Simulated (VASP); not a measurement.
ZrB:

```
CELL_PARAMETERS angstrom
1.96143 -1.98572 0.00000
1.96143 1.98572 0.00000
0.00000 0.00000 4.01395
ATOMIC_POSITIONS crystal
Zr 0.00000 0.00000 0.50000
B 0.50000 0.50000 0.50000
```

* Program: VASP 6.6.1
* Task: relaxation of cell and atoms
* Functional: PBEsol
* Potentials or basis: VASP PAW PBE potentials, release 64 (Zr_sv, B)
* Cutoff: 600 eV
* k mesh: 10 × 10 × 7
* Occupations: fermi-dirac, width 0.05 eV
* Spin: no spin polarisation

At the start: pressure 72.6 GPa; volume 15.63 Å³/atom.

**Question.** Where does the relaxation end?

**Answer.** Over 24 steps the energy falls by 1891.6 meV/atom and the volume is 16.59 Å³/atom (+6.1 %); space group P4/mmm (No. 123, to 0.05 Å).

The path:
```csv
step,energy change (eV),largest force (eV/Å),pressure (GPa),volume (Å³)
1,0.0000,0.0000,72.56,31.27
2,0.2735,0.0000,-19.32,71.41
3,-3.1455,0.0000,-6.31,45.89
4,-3.1846,0.0000,-3.41,44.58
5,-3.1916,0.0000,-1.39,43.76
6,-3.1909,0.0000,-2.08,44.03
7,-3.2247,0.0000,-1.93,42.97
8,-3.3677,0.0000,-1.34,39.75
9,-3.7389,0.0000,2.46,33.24
10,5.4351,0.0000,213.36,19.90
11,-3.7434,0.0000,2.77,33.03
12,-3.7482,0.0000,3.65,32.48
13,-3.7594,0.0000,3.16,32.24
14,-3.7599,0.0000,3.03,32.17
15,-3.7693,0.0000,2.15,32.43
16,-3.7827,0.0000,-0.27,33.22
17,-3.7828,0.0000,-0.52,33.30
18,-3.7831,0.0000,-0.27,33.24
19,-3.7832,0.0000,-0.02,33.18
20,-3.7832,0.0000,-0.01,33.19
21,-3.7832,0.0000,-0.13,33.21
22,-3.7832,0.0000,-0.04,33.19
23,-3.7832,0.0000,-0.04,33.18
24,-3.7832,0.0000,-0.04,33.17
```

Final structure:
```yaml
crystal:
  lattice:
    - [2.38852, -2.38892, 0.00000]
    - [2.38852, 2.38892, 0.00000]
    - [0.00000, 0.00000, 2.90671]
  atoms:
    - { symbol: Zr, position: [0.00000, 0.00000, 0.50000] }
    - { symbol: B, position: [0.50000, 0.50000, 0.50000] }
```

Caveat: the PAW data sets were made with another functional, which shifts forces and pressure a little.
